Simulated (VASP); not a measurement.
# Sb (P4/mmm) in VASP: a series of runs

Runs on Sb. Level: PBEsol. Tasks: single point.

Everything below comes from runs of VASP 6.6.1. Logs are shortened: lines on timing, memory, paths and dates and some standing lists are left out, and cuts for length are marked.

**1. The cell of the first run**

It takes space group P4/mmm (No. 123, tetragonal). The conventional cell has a = 3.002 Å, b = 3.002 Å, c = 3.318 Å, α = 90.00°, β = 90.00°, γ = 90.00°. Within 4.0 Å of Sb (site symmetry 4/mmm) lie 6 Sb at 3.00 to 3.32 Å.

**2. Single point, PBEsol (strain -0.050 along x and y, +0.050 along z)**

Input file INCAR:

```
SYSTEM = Sb
PREC = Accurate
ENCUT = 520
EDIFF = 1E-7
ISMEAR = 0
SIGMA = 0.15
LREAL = .FALSE.
LASPH = .TRUE.
NELM = 100
ALGO = Normal
ISIF = 2
LWAVE = .FALSE.
LCHARG = .TRUE.
GGA = PS
LELF = .TRUE.
LVHAR = .TRUE.
NBANDS = 8
```

Input file KPOINTS:

```
regular mesh
0
G
  16 16 16
  0 0 0
```

Input file POSCAR:

```
Sb
1.0
    3.0020000000      0.0000000000      0.0000000000
    0.0000000000      3.0020000000      0.0000000000
    0.0000000000      0.0000000000      3.3180000000
Sb
1
Direct
    0.0000000000      0.0000000000      0.0000000000
```

Potentials or basis: VASP PAW PBE potentials, release 64 (Sb).

Command:

```bash
$ cat potpaw_PBE.64/Sb/POTCAR > POTCAR
$ mpirun -np 1 vasp_std > vasp.out
```

OUTCAR:

```text
SYSTEM = Sb
   PREC = Accurate
   ENCUT = 520
   EDIFF = 1E-7
   ISMEAR = 0
   LREAL = .FALSE.
   LASPH = .TRUE.
   NELM = 100
   ISIF = 2
   GGA = PS

 ion  position               nearest neighbor table
   1  0.000  0.000  0.000-

  LATTYP: Found a simple tetragonal cell.
 ALAT       =     3.0020000000
 C/A-ratio  =     1.1052631579

  Lattice vectors:

 A1 = (   3.0020000000,   0.0000000000,   0.0000000000)
 A2 = (   0.0000000000,   3.0020000000,   0.0000000000)
 A3 = (   0.0000000000,   0.0000000000,   3.3180000000)

Analysis of symmetry for initial positions (statically):
=====================================================================
 Subroutine PRICEL returns:
 Original cell was already a primitive cell.

 Routine SETGRP: Setting up the symmetry group for a
 simple tetragonal supercell.

 Subroutine GETGRP returns: Found 16 space group operations
 (whereof 16 operations were pure point group operations)
 out of a pool of 16 trial point group operations.

The static configuration has the point symmetry D_4h.

Analysis of symmetry for dynamics (positions and initial velocities):
=====================================================================
 Subroutine PRICEL returns:
 Original cell was already a primitive cell.

 Routine SETGRP: Setting up the symmetry group for a
 simple tetragonal supercell.

 Subroutine GETGRP returns: Found 16 space group operations
 (whereof 16 operations were pure point group operations)
 out of a pool of 16 trial point group operations.

The dynamic configuration has the point symmetry D_4h.

 Subroutine INISYM returns: Found 16 space group operations
 (whereof 16 operations are pure point group operations),
 and found     1 'primitive' translations

----------------------------------------------------------------------------------------

                                     Primitive cell

  volume of cell :      29.9018

  direct lattice vectors                    reciprocal lattice vectors
     3.002000000  0.000000000  0.000000000     0.333111259  0.000000000  0.000000000
     0.000000000  3.002000000  0.000000000     0.000000000  0.333111259  0.000000000
     0.000000000  0.000000000  3.318000000     0.000000000  0.000000000  0.301386377

  length of vectors
     3.002000000  3.002000000  3.318000000     0.333111259  0.333111259  0.301386377

  position of ions in fractional coordinates (direct lattice)
     0.000000000  0.000000000  0.000000000

  ion indices of the primitive-cell ions
   primitive index   ion index
                 1           1

----------------------------------------------------------------------------------------

 KPOINTS: regular mesh

Automatic generation of k-mesh.
 Grid dimensions read from file:
 generate k-points for:   16   16   16

 Generating k-lattice:

  Cartesian coordinates                     Fractional coordinates (reciprocal lattice)
     0.020819454  0.000000000  0.000000000     0.062500000  0.000000000  0.000000000
     0.000000000  0.020819454  0.000000000     0.000000000  0.062500000  0.000000000
     0.000000000  0.000000000  0.018836649     0.000000000  0.000000000  0.062500000

  Length of vectors
     0.020819454  0.020819454  0.018836649

  Shift w.r.t. Gamma in fractional coordinates (k-lattice)
     0.000000000  0.000000000  0.000000000

 Subroutine IBZKPT returns following result:
 ===========================================

 Found    405 irreducible k-points:

 Following reciprocal coordinates:
            Coordinates               Weight
  0.000000  0.000000  0.000000      1.000000
  0.062500  0.000000  0.000000      4.000000
  0.125000  0.000000  0.000000      4.000000
  0.187500  0.000000  0.000000      4.000000
  0.250000  0.000000  0.000000      4.000000
  0.312500  0.000000  0.000000      4.000000
[... 16 lines left out ...]
  0.437500  0.125000  0.000000      8.000000
  0.500000  0.125000  0.000000      4.000000
 [... further k-points ...]
   k-points           NKPTS =    405   k-points in BZ     NKDIM =    405   number of bands    NBANDS=      8
   number of dos      NEDOS =    301   number of ions     NIONS =      1
   total plane-waves  NPLWV =  16128
   dimension x,y,z NGX =    24 NGY =   24 NGZ =   28
   dimension x,y,z NGXF=    48 NGYF=   48 NGZF=   56
   ions per type =               1
   NGX,Y,Z   is equivalent  to a cutoff of  13.29, 13.29, 14.03 a.u.
   NGXF,Y,Z  is equivalent  to a cutoff of  26.58, 26.58, 28.06 a.u.
 SYSTEM =  Sb
   PREC   = accura    normal or accurate (medium, high low for compatibility)
   ISTART =      0    job   : 0-new  1-cont  2-samecut
   ICHARG =      2    charge: 1-file 2-atom 10-const
   ISPIN  =      1    spin polarized calculation?
   LNONCOLLINEAR =      F non collinear calculations
   LSORBIT =      F    spin-orbit coupling
   LASPH  =      T    aspherical Exc in radial PAW
   ENCUT  =  520.0 eV  38.22 Ry    6.18 a.u.   5.58  5.58  6.17*2*pi/ulx,y,z
   NELM   =    100;   NELMIN=  2; NELMDL= -5     # of ELM steps
   EDIFF  = 0.1E-06   stopping-criterion for ELM
   LREAL  =      F    real-space projection
   EDIFFG = 0.1E-05   stopping-criterion for IOM
   NSW    =      0    number of steps for IOM
   IBRION =     -1    ionic relax: 0-MD 1-quasi-New 2-CG
   NFREE  =      0    steps in history (QN), initial steepest desc. (CG)
   ISIF   =      2    stress and relaxation
   ISYM   =      2    0-nonsym 1-usesym 2-fastsym
   POTIM  = 0.5000    time-step for ionic-motion
   TEBEG  =    0.0;   TEEND  =   0.0 temperature during run
   PSTRESS=    0.0 pullay stress
   NELECT =       5.0000    total number of electrons
   NUPDOWN=      -1.0000    fix difference up-down
   EMIN   =  10.00;   EMAX   =-10.00  energy-range for DOS
   EFERMI =   0.00;   METHOD = LEGACY
   ISMEAR =     0;   SIGMA  =   0.15  broadening in eV -4-tet -1-fermi 0-gaus
   EFERMI_NEDOS =   21; number of points for ismear=-14 and -15
   IALGO  =     38    algorithm
   IMIX   =      4    mixing-type and parameters
     AMIX     =   0.40;   BMIX     =  1.00
     AMIX_MAG =   1.60;   BMIX_MAG =  1.00
  volume/ion in A,a.u.               =      29.90       201.79
  Fermi-wavevector in a.u.,A,eV,Ry     =   0.901915  1.704372 11.067667  0.813451
  Thomas-Fermi vector in A             =   2.025054
   LORBIT       =      0    0 simple, 1 ext, 2 COOP (PROOUT), +10 PAW based schemes
   GGA     = PS    functional components
   LHFCALC =     F    Hartree Fock is set to
   AEXX    =    0.0000 exact exchange contribution
   IVDW    =     0    specifies the selected vdW correction
   LEPSILON=     F    determine dielectric tensor
   LRPA    =     F    only Hartree local field effects (RPA)
 non-spin polarized calculation
 Gauss-broadening in eV      SIGMA  =   0.15
  energy-cutoff  :      520.00
  volume of cell :       29.90
 maximum number of plane-waves:       836
 NGX is ok and might be reduce to    24
   NGX = 11   NGY = 11   NGZ = 13

 number of electron       5.0000001 magnetization

 Free energy of the ion-electron system (eV)
  ---------------------------------------------------
  ext. energy  EPLUGINS =         0.00000000
  ---------------------------------------------------
  free energy    TOTEN  =        -4.46100564 eV

  energy without entropy =       -4.45443356  energy(sigma->0) =       -4.45771960

 E-fermi :   6.9504     XC(G=0):  -9.7321

 val. band max:        6.9356300641   @ k =   0.5000   0.3125   0.2500
 cond. band min:       6.9576313215   @ k =   0.2500   0.0625   0.5000
 fundamental gap:      0.0220012574
 Fermi energy:         6.9503556973

 k-point     1 :       0.0000    0.0000    0.0000
  band No.  band energies     occupation
      1      -5.5072      2.00000
      2       8.4697      0.00000
      3      11.1227      0.00000
      4      11.1227      0.00000
      5      12.6109      0.00000
      6      14.5520      0.00000
      7      15.8732      0.00000
      8      24.2994      0.00000

 k-point     2 :       0.0625    0.0000    0.0000
  band No.  band energies     occupation
      1      -5.4441      2.00000
      2       8.5326      0.00000
      3      10.2651      0.00000
      4      11.1876      0.00000
      5      12.6750      0.00000
      6      14.9455      0.00000
      7      16.4384      0.00000
      8      23.4406      0.00000

 k-point     3 :       0.1250    0.0000    0.0000
  band No.  band energies     occupation
      1      -5.2557      2.00000
      2       8.6611      0.00000
      3       8.7181      0.00000
      4      11.3788      0.00000
      5      12.8401      0.00000
      6      15.2861      0.00000
      7      18.0195      0.00000
      8      22.1911      0.00000

 k-point     4 :       0.1875    0.0000    0.0000
  band No.  band energies     occupation
      1      -4.9450      2.00000
      2       6.9669      0.87624
      3       9.0162      0.00000
      4      11.6860      0.00000
      5      13.1078      0.00000
      6      15.5729      0.00000
      7      19.8898      0.00000
      8      20.9282      0.00000

 k-point     5 :       0.2500    0.0000    0.0000
  band No.  band energies     occupation
      1      -4.5190      2.00000
      2       5.3422      2.00000
      3       9.4074      0.00000
      4      12.0891      0.00000
      5      13.4803      0.00000
      6      15.9143      0.00000
      7      19.7208      0.00000
      8      20.8171      0.00000
[... 177 lines left out ...]
 k-point    22 :       0.3750    0.1250    0.0000
  band No.  band energies     occupation
      1      -3.1602      2.00000
      2       2.8140      2.00000
      3      10.5611      0.00000
      4      10.6235      0.00000
      5      14.7522      0.00000
      6      16.5849      0.00000
      7      17.8975      0.00000
      8      18.4065      0.00000

 k-point    23 :       0.4375    0.1250    0.0000
  band No.  band energies     occupation
      1      -2.6290      2.00000
      2       1.8578      2.00000
      3      10.9170      0.00000
      4      11.0502      0.00000
      5      15.2817      0.00000
      6      16.0015      0.00000
      7      17.2605      0.00000
      8      17.5210      0.00000

 k-point    24 :       0.5000    0.1250    0.0000
  band No.  band energies     occupation
      1      -2.3888      2.00000
      2       1.4751      2.00000
      3      11.0566      0.00000
      4      11.2289      0.00000
      5      15.3602      0.00000
      6      16.0994      0.00000
      7      16.9756      0.00000
      8      17.0268      0.00000

 [... further k-points ...]
[... 5 lines left out ...]
  --------------------------------------------------------------------------------------
  -------------------------------------------------------------------------------------
  Total        0.3991319      0.3991319     -1.4199835      0.0000000     -0.0000000      0.0000000
  in kB       21.3859880     21.3859880    -76.0844898      0.0000000     -0.0000000      0.0000000
  external PRESSURE =     -11.1041713 kB  Pullay stress =       0.0000000 kB

 VOLUME and BASIS-vectors are now :
 -----------------------------------------------------------------------------
  energy-cutoff  :      520.00
  volume of cell :       29.90
      direct lattice vectors                 reciprocal lattice vectors
     3.002000000  0.000000000  0.000000000     0.333111259  0.000000000  0.000000000
     0.000000000  3.002000000  0.000000000     0.000000000  0.333111259  0.000000000
     0.000000000  0.000000000  3.318000000     0.000000000  0.000000000  0.301386377

 POSITION                                       TOTAL-FORCE (eV/Angst)
 -----------------------------------------------------------------------------------
      0.00000      0.00000      0.00000         0.000000      0.000000      0.000000
 -----------------------------------------------------------------------------------
    total drift:                               -0.000000      0.000000      0.000000

  FREE ENERGIE OF THE ION-ELECTRON SYSTEM (eV)
  ---------------------------------------------------
  free  energy   TOTEN  =        -4.4610056426 eV

  energy  without entropy=       -4.4544335553  energy(sigma->0) =       -4.45771960
```

Run time: 27 s. Hardware: 1 thread of Intel Xeon 6975P-C (Granite Rapids), shared host; peak memory 0.22 GiB.

What came out:

```
Free energy : -4.4610 eV
Pressure    : -1.1 GPa
```

Levels at points of the mesh, in eV from the Fermi level:
| k point | band 1 | band 2 | band 3 | band 4 | band 5 | band 6 |
| --- | --- | --- | --- | --- | --- | --- |
| (0.00, 0.00, 0.00) | -12.46 | 1.52 | 4.17 | 4.17 | 5.66 | 7.60 |
| (0.50, 0.00, 0.00) | -9.59 | -5.71 | 3.85 | 6.58 | 8.64 | 9.49 |
| (0.50, 0.50, 0.00) | -6.49 | -3.39 | -3.39 | 2.28 | 6.22 | 12.21 |
| (0.00, 0.00, 0.50) | -10.80 | -5.42 | 5.56 | 5.56 | 9.09 | 11.55 |
| (0.50, 0.00, 0.50) | -7.83 | -4.27 | -2.95 | 2.10 | 8.00 | 13.19 |
| (0.50, 0.50, 0.50) | -4.48 | -2.07 | -2.07 | -0.60 | 4.32 | 5.14 |

Caveat: the cell differs from its parent crystal (strain -0.050 along x and y, +0.050 along z); the PAW data sets were made with another functional, which shifts forces and pressure a little; spin-orbit coupling is left out, which moves the levels of the heavy elements.

**3. Single point, PBEsol (strain +0.050 along x and y, -0.050 along z)**

Input file INCAR:

```
SYSTEM = Sb
PREC = Accurate
ENCUT = 520
EDIFF = 1E-6
ISMEAR = 0
SIGMA = 0.15
LREAL = .False.
LASPH = .True.
NELM = 100
ALGO = Normal
ISIF = 2
LWAVE = .False.
LCHARG = .False.
GGA = PS
NBANDS = 8
```

Input file KPOINTS:

```
Automatic mesh
0
Gamma
  16 16 16
  0 0 0
```

Input file POSCAR:

```
Sb
1.0
    3.3180000000      0.0000000000      0.0000000000
    0.0000000000      3.3180000000      0.0000000000
    0.0000000000      0.0000000000      3.0020000000
Sb
1
Direct
    0.0000000000      0.0000000000      0.0000000000
```

Potentials or basis: VASP PAW PBE potentials, release 64 (Sb).

Command:

```bash
$ cat potpaw_PBE.64/Sb/POTCAR > POTCAR
$ mpirun -np 1 vasp_std > vasp.out
```

Run time: 48 s. Hardware: 1 thread of Intel Xeon Platinum 8259CL at 2.50GHz (Skylake/Cascade Lake), shared host; peak memory 0.23 GiB.

It converged, with:

| Item | Value |
| --- | --- |
| Free energy | -4.3840 eV |
| Pressure | -5.6 GPa |

Stress tensor (GPa, compression positive):
```
-8.55  0.00  0.00
 0.00 -8.55  0.00
 0.00  0.00  0.41
```

Levels at points of the mesh, in eV from the Fermi level:
| k point | band 1 | band 2 | band 3 | band 4 | band 5 | band 6 | band 7 | band 8 |
| --- | --- | --- | --- | --- | --- | --- | --- | --- |
| (0.00, 0.00, 0.00) | -11.72 | 2.15 | 2.15 | 4.84 | 6.22 | 6.29 | 8.92 | 16.21 |
| (0.50, 0.00, 0.00) | -10.02 | -4.85 | 3.55 | 6.27 | 8.28 | 10.04 | 10.39 | 11.38 |
| (0.50, 0.50, 0.00) | -8.28 | -3.26 | -3.26 | 2.36 | 7.67 | 12.72 | 14.10 | 14.10 |
| (0.00, 0.00, 0.50) | -8.79 | -5.13 | 4.53 | 4.53 | 8.89 | 9.43 | 10.40 | 10.40 |
| (0.50, 0.00, 0.50) | -6.96 | -3.68 | -2.36 | 2.61 | 5.90 | 11.88 | 11.94 | 11.98 |
| (0.50, 0.50, 0.50) | -5.01 | -2.34 | -0.90 | -0.90 | 4.77 | 4.77 | 5.51 | 7.12 |

Caveat: the cell differs from its parent crystal (strain +0.050 along x and y, -0.050 along z); the PAW data sets were made with another functional, which shifts forces and pressure a little; spin-orbit coupling is left out, which moves the levels of the heavy elements.
